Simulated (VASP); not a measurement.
Pt3Rh:

```
CELL_PARAMETERS angstrom
3.90987 0.00000 0.00000
0.00000 3.90987 0.00000
0.00000 0.00000 3.90987
ATOMIC_POSITIONS crystal
Rh 0.50000 0.50000 0.50000
Pt 0.50000 0.00000 0.00000
Pt 0.00000 0.50000 0.00000
Pt 0.00000 0.00000 0.50000
```

Base run:

```yaml
Program: VASP 6.6.1
Functional: PBEsol
Potentials_or_basis: VASP PAW PBE potentials, release 64 (Rh_pv, Pt)
Cutoff: 520 eV
k_mesh: 6 × 6 × 6
Occupations: gaussian, width 0.15 eV
Spin: non-collinear spin, zero start, spin-orbit coupling
Starting_moments: "[[0.0, 0.0, 0.0], [0.0, 0.0, 0.0], [0.0, 0.0, 0.0], [0.0, 0.0, 0.0]] μB"
```

Its results: pressure -5.1 GPa.

Q: The run is repeated on the same cell with these changes: spin from non-collinear spin, zero start, spin-orbit coupling to no spin polarisation; further incar settings from ALGO = Normal; EDIFF = 1e-06; NBANDS = 59 to ALGO = Normal; EDIFF = 1e-06; NBANDS = 30. What comes out?

A: Pressure -5.6 GPa.

Caveats: the cell stands under tension; the PAW data sets were made with another functional, which shifts forces and pressure a little.
